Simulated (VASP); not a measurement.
Runs of VASP 6.6.1 on CoSi2. The structure is that of space group Fm-3m (No. 225), or close to it. The cells are those of the table. 

| fixed moment (μB) | cell | pressure (GPa) | moment (μB) |
| --- | --- | --- | --- |
| 2.2 | a = 3.936 Å, angles 60.0°, 3 atoms | -1.8 | 2.20 |
| 0.275 | a = 3.739 Å, angles 60.0°, 3 atoms | (b) | 0.28 |
| 0.825 | a = 3.840 Å, angles 60.0°, 3 atoms | -3.9 | 0.82 |
| 1.1 | a = 3.840 Å, angles 60.0°, 3 atoms | (a) | 1.10 |
| 1.1 | a = 3.739 Å, angles 60.0°, 3 atoms | 13.1 | 1.10 |

Alike in all rows: task single point; level PBE; potentials or basis VASP PAW PBE potentials, release 64 (Co, Si); spin collinear, ferromagnetic start; k mesh 14 × 14 × 14; cutoff (eV) 520; smearing gaussian 0.15 eV.

**Question.** Estimate the missing entries.

**Answer.** (a) -1.6; (b) 8.0.

Caveats: the total moment is fixed, so each spin has its own Fermi level.
